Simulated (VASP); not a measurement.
Set up this calculation in VASP 6.6.1, as the native input.

- Task: single point
- Functional: PBE
- Potentials or basis: VASP PAW PBE potentials, release 64 (Mg, O)
- Cutoff: 600 eV
- k mesh: 10 × 10 × 10
- Occupations: gaussian, width 0.01 eV
- Spin: no spin polarisation
- Dipole correction: no
- Further INCAR settings: ALGO = Normal; EDIFF = 1e-06; NBANDS = 11

The structure of MgO lies in POSCAR:

```
MgO
1.0
    0.0000000000      1.9795704559      1.9795704559
    1.9795704559      0.0000000000      1.9795704559
    1.9795704559      1.9795704559      0.0000000000
Mg O
1 1
Direct
    0.0000000000      0.0000000000      0.0000000000
    0.5000000000      0.5000000000      0.5000000000
```

One way to write it, as run:

INCAR

```
PREC = Accurate
ENCUT = 600
EDIFF = 1E-6
ISMEAR = 0
SIGMA = 0.01
LREAL = False
LASPH = True
NELM = 120
ALGO = Normal
ISIF = 2
LWAVE = False
LCHARG = False
GGA = PE
NBANDS = 11
GGA_COMPAT = False
```

KPOINTS

```
Automatic mesh
0
Gamma
  10 10 10
```

Potentials or basis: VASP PAW PBE potentials, release 64 (Mg, O).

Command:

```sh
$ cat potpaw_PBE.64/Mg/POTCAR potpaw_PBE.64/O/POTCAR > POTCAR
$ mpirun -np 1 vasp_std > vasp.out
```

It gave:

```yaml
Pressure: 49.3 GPa
Band_gap_on_the_k_mesh: 6.76 eV
```

Caveat: the cell stands under pressure.

It took 14 s on 1 thread of Intel Xeon 8259CL (shared host), peak memory 0.14 GiB.
